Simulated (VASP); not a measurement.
Input of a VASP 6.6.1 run:

File INCAR:

```
SYSTEM = PIr
  ALGO = Normal
  EDIFF = 1E-6
  EDIFFG = -0.005
  ENCUT = 600
  GGA = CA
  IBRION = 2
  ISIF = 3
  ISMEAR = -1
  LASPH = .TRUE.
  LCHARG = .FALSE.
  LREAL = .FALSE.
  LWAVE = .FALSE.
  NELM = 60
  NSW = 60
  PREC = Accurate
  SIGMA = 0.05
```

KPOINTS

```
k-points
0
G
  12 12 12
  0 0 0
```

POSCAR

```
PIr
1.0
    0.0000000000      2.7355063482      2.7355063482
    2.7355063482      0.0000000000      2.7355063482
    2.7355063482      2.7355063482      0.0000000000
Ir P
1 1
Direct
    0.0000000000      0.0000000000      0.0000000000
    0.2500000000      0.2500000000      0.2500000000
```

Potentials or basis: VASP PAW LDA potentials, release 64 (Ir, P).

Command:

```console
$ cat potpaw_LDA.64/Ir/POTCAR potpaw_LDA.64/P/POTCAR > POTCAR
$ mpirun -np 1 vasp_std > vasp.out
```

Problem. Predict the relaxed cell.

Solution. a = 3.664 Å, b = 3.664 Å, c = 3.664 Å, α = 60.00°, β = 60.00°, γ = 60.00°.

Problem. What does it give for the space group after relaxing (to 0.05 Å)?

Solution. F-43m (No. 216).

Problem. Estimate the relaxed volume.

Solution. 17.39 Å³/atom.

Problem. Estimate the band gap on the k mesh.

Solution. Zero (band 7 reaches 10.98 eV, above the bottom of band 8 at 6.63 eV).

The path:
```csv
step,energy change (eV),largest force (eV/Å),pressure (GPa),volume (Å³)
1,0.0000,0.0000,-21.51,40.94
2,1.3644,0.0000,93.41,26.72
3,-0.4801,0.0000,-2.50,35.24
4,-0.4834,0.0000,-0.83,34.93
5,-0.4837,0.0000,0.03,34.77
```

Caveat: the volume moved by over 15 % at a fixed basis, so the end points are rough; spin-orbit coupling is left out, which moves the levels of the heavy elements.
